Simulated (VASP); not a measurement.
Here is a VASP 6.6.1 calculation.

POSCAR

```
GeSb2Te4
1.0
   -3.0396215788      3.0396215788      6.0304422362
    3.0396215788     -3.0396215788      6.0304422362
    3.0396215788      3.0396215788     -6.0304422362
Ge Sb Te
1 2 4
Direct
    0.0000000000      0.0000000000      0.0000000000
    0.5000000000      0.5000000000      0.0000000000
    0.2500000000      0.7500000000      0.5000000000
    0.5032769160      0.0032769160      0.5000000000
    0.2462497154      0.2462497154      0.0000000000
    0.9967230840      0.4967230840      0.5000000000
    0.7537502846      0.7537502846      0.0000000000
```

File INCAR.step1:

```
SYSTEM = GeSb2Te4
PREC = Accurate ; ENCUT = 520
ISMEAR = 0 ; SIGMA = 0.1
LREAL = .FALSE. ; LASPH = .TRUE.
NELM = 100 ; NBANDS = 33
GGA = PE ; ALGO = Normal
EDIFF = 1E-4 ; LWAVE = .TRUE.
LCHARG = .FALSE.
```

Contents of INCAR.step2:

```
SYSTEM = GeSb2Te4
PREC = Accurate ; ENCUT = 520
EDIFF = 1E-6 ; ISMEAR = 0
SIGMA = 0.1 ; LREAL = .FALSE.
LASPH = .TRUE. ; NELM = 100
ALGO = Normal ; ISIF = 2
LWAVE = .FALSE. ; LCHARG = .FALSE.
METAGGA = R2SCAN ; LMIXTAU = .TRUE.
NBANDS = 33 ; ISTART = 1
```

Contents of KPOINTS:

```
Automatic mesh
0
G
  8 8 8
  0 0 0
```

Potentials or basis: VASP PAW PBE potentials, release 64 (Ge_d, Sb, Te).

Command:

```console
$ cat potpaw_PBE.64/Ge_d/POTCAR potpaw_PBE.64/Sb/POTCAR potpaw_PBE.64/Te/POTCAR > POTCAR
$ cp INCAR.step1 INCAR
$ mpirun -np 1 vasp_std > vasp.out
$ cp INCAR.step2 INCAR
$ mpirun -np 1 vasp_std > vasp.out
```

Question: Predict the band gap on the k mesh.

Answer: Zero (bands 24 and 25 overlap by 0.14 eV).

Question: Estimate the largest force.

Answer: 0.008 eV/Å.

Question: What does it give for the pressure?

Answer: 0.0 GPa.

Forces on the atoms (eV/Å):
```
Ge   0.000  0.000  0.000
Sb   0.000  0.000  0.000
Sb   0.000  0.000  0.000
Te   0.000  0.000  0.001
Te   0.000  0.000 -0.008
Te   0.000  0.000 -0.001
Te   0.000  0.000  0.008
```

Caveat: the PAW data sets were made with another functional, which shifts forces and pressure a little; spin-orbit coupling is left out, which moves the levels of the heavy elements.
